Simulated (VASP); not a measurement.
Here is a VASP 6.6.1 calculation.

INCAR

```
PREC = Accurate
ENCUT = 520
EDIFF = 1E-6
ISMEAR = 0
SIGMA = 0.1
LREAL = Auto
LASPH = T
NELM = 120
ALGO = Normal
ISIF = 2
LWAVE = F
LCHARG = F
GGA = PE
NBANDS = 94
ISYM = -1
GGA_COMPAT = F
```

File KPOINTS:

```
explicit points
1
Reciprocal
  0.25000000   0.25000000   0.25000000 1
```

Contents of POSCAR:

```
HfNb2O7
1.0
    6.8206149834      0.0562404756      0.2158149118
    0.0673675687      6.2899080164     -0.5421849425
    0.2334685203     -0.5360439951      6.4324703848
Hf O Nb
2 14 4
Direct
    0.2727281124      0.7764028397      0.0646167152
    0.0687150597      0.2355440056      0.3784419759
    0.9441190721      0.8083027453      0.9555427564
    0.5697543455      0.2246843176      0.9001803963
    0.0422291583      0.5383278081      0.5235578279
    0.3852759302      0.2203139015      0.4816305026
    0.7531711680      0.8438729387      0.5466778631
    0.5394722965      0.9056550269      0.1433013379
    0.0760649724      0.8721238768      0.3214311658
    0.0391985533      0.1420583718      0.6703178499
    0.3832681961      0.5348179473      0.2350545741
    0.7498436206      0.5256100408      0.1837288857
    0.7909462301      0.1718542230      0.2990413993
    0.2418265136      0.1463802548      0.1007592226
    0.2435876061      0.4836852859      0.8751378512
    0.2875271792      0.8719240534      0.7565774922
    0.7806417558      0.8135748624      0.2441497853
    0.5370529350      0.2846851213      0.2006293068
    0.3202141518      0.2030208520      0.7739456156
    0.0053797703      0.8178780982      0.6670926787
```

Potentials or basis: VASP PAW PBE potentials, release 64 (Hf_pv, O, Nb_sv).

The run is started by

```console
$ cat potpaw_PBE.64/Hf_pv/POTCAR potpaw_PBE.64/O/POTCAR potpaw_PBE.64/Nb_sv/POTCAR > POTCAR
$ mpirun -np 1 vasp_std > vasp.out
```

Problem. Estimate the pressure.

Solution. -0.8 GPa.

Problem. Estimate the largest force.

Solution. 0.164 eV/Å.

Forces on the atoms (eV/Å):
```
Hf  -0.006  0.023 -0.008
Hf   0.012 -0.063  0.076
O    0.049 -0.007  0.027
O   -0.007  0.006  0.015
O    0.010 -0.153 -0.060
O   -0.068  0.012 -0.032
O    0.008 -0.004 -0.004
O   -0.115 -0.057 -0.027
O    0.076  0.070 -0.086
O    0.009  0.043 -0.128
O   -0.044  0.093 -0.065
O   -0.029 -0.047  0.000
O    0.137  0.025  0.032
O   -0.065 -0.047  0.095
O    0.022  0.123  0.082
O   -0.009 -0.031  0.102
Nb   0.007  0.045 -0.014
Nb   0.018 -0.023  0.015
Nb  -0.014 -0.010 -0.022
Nb   0.007  0.002  0.002
```
